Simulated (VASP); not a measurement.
Input of a VASP 6.6.1 run:

Contents of INCAR:

```
SYSTEM = H
ALGO = Normal
EDIFF = 1E-6
ENCUT = 520
GGA = PE
ISIF = 2
ISMEAR = -1
LASPH = .TRUE.
LCHARG = .TRUE.
LELF = .TRUE.
LREAL = Auto
LVHAR = .TRUE.
LWAVE = .FALSE.
NBANDS = 30
NELM = 60
PREC = Accurate
SIGMA = 0.002
```

File KPOINTS:

```
k-points
0
G
  1 1 1
  0 0 0
```

POSCAR

```
H
1.0
    7.1137870000      0.0000000000      0.0000000000
    0.0000000000      7.1137870000      0.0000000000
    0.0000000000      0.0000000000      7.1137870000
H
24
Direct
    0.5726064050      0.9999174842      0.4728845550
    0.6592550494      0.9356760330      0.4751758803
    0.7757471513      0.4122839213      0.6445090358
    0.7443995723      0.4461617982      0.7380597704
    0.1742531791      0.3781249003     -0.0852991522
    0.1954936239      0.4711695754     -0.0352835979
    0.5772874560      0.5263019542      1.0140449805
    0.4834696344      0.5399233910      0.9703973425
    0.9308403527      0.6614901458      0.8359682403
    0.8899338707      0.7519623514      0.8905945596
    0.4335805950      0.2400830950      0.3667385599
    0.4092616211      0.3367264159      0.4068156665
    0.4230939161      0.9470623734     -0.1883103894
    0.3981001961      0.8791941620     -0.1183195392
    0.5334289598      0.6912211456      0.5270048147
    0.4617653017      0.6667897141      0.4448263632
    0.5901498035      1.0587750238      0.0575080474
    0.6073839433      1.1626718652      0.0403582508
    0.0249093767      0.2635726934      0.5155481883
    0.1087044074      0.2845601084      0.5740964693
    0.9588844873      1.0181356287      0.1737752339
    0.9820929415      0.9239242052      0.1978552352
   -0.1254184304      0.4727299257      0.2550961956
   -0.0263432121      0.4950246613      0.2663419639
```

Potentials or basis: VASP PAW PBE potentials, release 64 (H).

Command:

```sh
$ cat potpaw_PBE.64/H/POTCAR > POTCAR
$ mpirun -np 1 vasp_gam > vasp.out
```

Q: Estimate the largest force.

A: 1.701 eV/Å.

Q: What does it give for the pressure?

A: 0.3 GPa.

Forces on the atoms (eV/Å):
```
H    0.597 -0.199  0.024
H   -0.428  0.548 -0.028
H    0.025 -0.120 -0.217
H   -0.129  0.031  0.168
H    0.093  0.464  0.258
H   -0.164 -0.517 -0.270
H    0.234  0.017  0.129
H   -0.155  0.026 -0.078
H   -0.582  1.374  0.817
H    0.613 -1.263 -0.776
H   -0.089  0.426  0.156
H    0.130 -0.381 -0.163
H    0.263  0.801 -0.920
H   -0.384 -0.903  0.815
H   -1.004 -0.491 -1.049
H    0.838  0.118  1.038
H    0.122  0.430 -0.023
H   -0.015 -0.309  0.108
H   -0.140 -0.087 -0.105
H    0.190  0.004  0.131
H   -0.336  1.409 -0.353
H    0.367 -1.406  0.369
H   -0.829 -0.152 -0.102
H    0.785  0.180  0.073
```

Caveat: the k points lie up to 0.88 Å⁻¹ apart.
